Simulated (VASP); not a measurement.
Input of a VASP 6.6.1 run:

Contents of INCAR:

```
PREC = Accurate ; ENCUT = 520
EDIFF = 1E-6 ; ISMEAR = 0
SIGMA = 0.05 ; LREAL = False
LASPH = True ; NELM = 100
ALGO = Normal ; ISIF = 2
LWAVE = False ; LCHARG = False
LDIPOL = True ; IDIPOL = 3
DIPOL = 0.5 0.5 0.500 ; GGA = PS
NBANDS = 61
```

Contents of KPOINTS:

```
regular mesh
0
Gamma
  8 8 1
```

The input POSCAR:

```
PbSe
1.0
    4.3155464023      0.0000000000      0.0000000000
    0.0000000000      4.3155464023      0.0000000000
    0.0000000000      0.0000000000     27.2062085023
Pb Se
5 5
Direct
    0.5000000000      0.5000000000      0.2756723709
    0.0000000000      0.0000000000      0.3878361854
    0.5000000000      0.5000000000      0.5000000000
    0.0000000000      0.0000000000      0.6121638146
    0.5000000000      0.5000000000      0.7243276291
    0.0000000000      0.0000000000      0.2756723709
    0.5000000000      0.5000000000      0.3878361854
    0.0000000000      0.0000000000      0.5000000000
    0.5000000000      0.5000000000      0.6121638146
    0.0000000000      0.0000000000      0.7243276291
```

Potentials or basis: VASP PAW PBE potentials, release 64 (Pb_d, Se).

Command:

```sh
$ cat potpaw_PBE.64/Pb_d/POTCAR potpaw_PBE.64/Se/POTCAR > POTCAR
$ mpirun -np 1 vasp_std > vasp.out
```

**Question.** Predict the band gap on the k mesh.

**Answer.** 0.61 eV.

**Question.** What does it give for the largest force?

**Answer.** 0.408 eV/Å.

Forces on the atoms (eV/Å):
```
Pb   0.000  0.000  0.408
Pb   0.000  0.000 -0.320
Pb   0.000  0.000  0.000
Pb   0.000  0.000  0.320
Pb   0.000  0.000 -0.408
Se   0.000  0.000  0.165
Se   0.000  0.000 -0.312
Se   0.000  0.000  0.000
Se   0.000  0.000  0.312
Se   0.000  0.000 -0.165
```

Caveat: the PAW data sets were made with another functional, which shifts forces and pressure a little; spin-orbit coupling is left out, which moves the levels of the heavy elements.
